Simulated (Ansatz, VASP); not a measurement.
# One calculation of Be2Tl, two programs

File INCAR:

```
PREC     = Accurate       # precision mode
ENCUT    = 600            # plane-wave cutoff, eV
EDIFF    = 1E-6           # SCF threshold, eV
ISMEAR   = 0              # smearing method
SIGMA    = 0.1            # smearing width, eV
LREAL    = False          # projectors in reciprocal space
LASPH    = True           # aspherical terms in the spheres
NELM     = 60             # most SCF steps
ALGO     = Normal         # electronic algorithm
ISIF     = 3              # what is computed and relaxed
LWAVE    = False          # write WAVECAR
LCHARG   = False          # write CHGCAR
GGA      = PE             # functional
IBRION   = 2              # ionic algorithm
NSW      = 90             # ionic steps
EDIFFG   = -0.04          # ionic threshold
```

The input KPOINTS:

```
regular mesh
0
Gamma
  4 4 6
```

The input POSCAR:

```
Be2Tl
1.0
    4.4292423879      0.0000000000      0.0000000000
    0.0000000000      5.4058561529      0.0000000000
    0.0000000000      0.0000000000      3.3746988306
Be Tl
4 2
Direct
    0.2004000000      0.3787000000      0.0000000000
    0.7996000000      0.6213000000      0.0000000000
    0.7004000000      0.1213000000      0.5000000000
    0.2996000000      0.8787000000      0.5000000000
    0.0000000000      0.0000000000      0.0000000000
    0.5000000000      0.5000000000      0.5000000000
```

Input for Ansatz:

```yaml
crystal:
  lattice:
    - [4.4292423879, 0.0, 0.0]
    - [0.0, 5.4058561529, 0.0]
    - [0.0, 0.0, 3.3746988306]
  atoms:
    - { symbol: Be, position: [0.2004, 0.3787, 0.0] }
    - { symbol: Be, position: [0.7996, 0.6213, 0.0] }
    - { symbol: Be, position: [0.7004, 0.1213, 0.5] }
    - { symbol: Be, position: [0.2996, 0.8787, 0.5] }
    - { symbol: Tl, position: [0.0, 0.0, 0.0] }
    - { symbol: Tl, position: [0.5, 0.5, 0.5] }
basis:
  ecutwfc: 420
kpoints:
  mp_grid: { grid: [4, 4, 6] }
hamiltonian:
  xc: pbe
scf:
  occupations: { method: gaussian, width: 0.1 }
  lower_state_search: "off"
output:
  forces: true
  stress: true
  eigenvalues: true
relax:
  adjacent_minimum: "off"
  f_tol: 0.04
  max_steps: 70
  cell: { stress_tol: 0.4 }
```

Alike in both runs: task relaxation of cell and atoms; functional PBE; k mesh 4 × 4 × 6; occupations gaussian, width 0.1 eV; no spin polarisation.

|  | VASP | Ansatz |
| --- | --- | --- |
| version | VASP 6.6.1 | Ansatz 0.2.0 |
| potentials or method | VASP PAW PBE potentials, release 64 (Be, Tl_d), cutoff 600 eV | scalar-relativistic, plane waves, PAW |
| valence electrons in the cell | 34 | 34 |

```tsv
	VASP	Ansatz	Ansatz less VASP
gap on the k mesh at the Fermi level, each at its own relaxed structure (eV)	none	none	-
relaxed volume (Å³/atom)	16.64	16.09	-0.551
relaxed cell length with the largest relative difference (Å)	4.822	5.546	+0.7240
```

A gap of «none» marks a metal or a gap that the smearing closes. One of these differences is far larger than is usual between the two programs; its cause wasn't traced.

Spin-orbit coupling is off throughout. Noted on VASP's run: the volume moved by over 15 % at a fixed basis, so the end points are rough.
